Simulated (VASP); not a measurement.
# SnO2: single point with r2SCAN

The system is SnO2.

```
CELL_PARAMETERS angstrom
-1.99964 1.99964 5.10125
1.99964 -1.99964 5.10125
1.99964 1.99964 -5.10125
ATOMIC_POSITIONS crystal
Sn 0.75000 0.25000 0.50000
Sn 0.00000 0.00000 0.00000
O 0.79634 0.79634 0.00000
O 0.95366 0.45366 0.50000
O 0.20366 0.20366 0.00000
O 0.54634 0.04634 0.50000
```

* Program: VASP 6.6.1
* Task: single point
* Functional: r2SCAN
* Potentials or basis: VASP PAW PBE potentials, release 64 (Sn_d, O)
* Cutoff: 520 eV
* k mesh: 8 × 8 × 8
* Occupations: gaussian, width 0.01 eV
* Spin: no spin polarisation
* Dipole correction: no
* Further INCAR settings: ALGO = Normal; EDIFF = 1e-06; NBANDS = 35

The pressure is 1.0 GPa. The largest force is 0.042 eV/Å. The band gap on the k mesh is 2.36 eV (least direct gap 2.77 eV).

Forces on the atoms (eV/Å):
```
Sn   0.000  0.000  0.000
Sn   0.000  0.000  0.000
O    0.000  0.000 -0.042
O    0.000  0.000  0.042
O    0.000  0.000  0.042
O    0.000  0.000 -0.042
```

Stress tensor (GPa, compression positive):
```
0.87 0.00 0.00
0.00 0.87 0.00
0.00 0.00 1.31
```

Levels at points of the mesh, in eV from the valence-band top:
```csv
k point,band 24,band 25,band 26,band 27,band 28,band 29
"(0.00, 0.00, 0.00)",-0.67,-0.42,-0.42,2.36,6.39,9.98
"(0.50, 0.00, 0.00)",-0.79,-0.58,-0.35,5.77,7.11,8.66
"(0.50, 0.50, 0.00)",-0.77,-0.05,-0.05,8.24,8.24,8.51
"(0.50, 0.50, 0.50)",-1.04,-0.31,-0.31,5.03,5.03,8.32
```

Wall time 9 min on 1 thread of Intel(R) Xeon(R) 6975P-C (Granite Rapids), on a shared host, peak memory 0.42 GiB.

Caveat: the PAW data sets were made with another functional, which shifts forces and pressure a little; spin-orbit coupling is left out, which moves the levels of the heavy elements. A k mesh can miss the band edges.
